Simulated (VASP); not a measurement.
Here is a VASP 6.6.1 calculation.

Contents of INCAR:

```
ALGO = Normal
EDIFF = 1E-7
ENCUT = 520
GGA = PS
ISIF = 2
ISMEAR = -1
IVDW = 12
LASPH = T
LCHARG = F
LREAL = F
LWAVE = F
NBANDS = 35
NELM = 60
PREC = Accurate
SIGMA = 0.05
```

The input KPOINTS:

```
k-points
0
Gamma
  6 6 8
```

Contents of POSCAR:

```
PbO2
1.0
    4.9601836928      0.0000000000      0.0000000000
    0.0000000000      4.9601836928      0.0000000000
    0.0000000000      0.0000000000      3.4041400104
Pb O
2 4
Direct
    0.5000000000      0.5000000000      0.5000000000
    0.0000000000      0.0000000000      0.0000000000
    0.6926394639      0.6926394639      0.0000000000
    0.8073605361      0.1926394639      0.5000000000
    0.1926394639      0.8073605361      0.5000000000
    0.3073605361      0.3073605361      0.0000000000
```

Potentials or basis: VASP PAW PBE potentials, release 64 (Pb_d, O).

Command:

```sh
$ cat potpaw_PBE.64/Pb_d/POTCAR potpaw_PBE.64/O/POTCAR > POTCAR
$ mpirun -np 1 vasp_std > vasp.out
```

(1) Estimate the pressure.

(2) Predict the dispersion energy per atom.

(3) What does it give for the band gap on the k mesh?

Answers

(1) 0.3 GPa.

(2) -0.197 eV.

(3) 0.11 eV (least direct gap 0.14 eV).

Caveat: the PAW data sets were made with another functional, which shifts forces and pressure a little; spin-orbit coupling is left out, which moves the levels of the heavy elements.
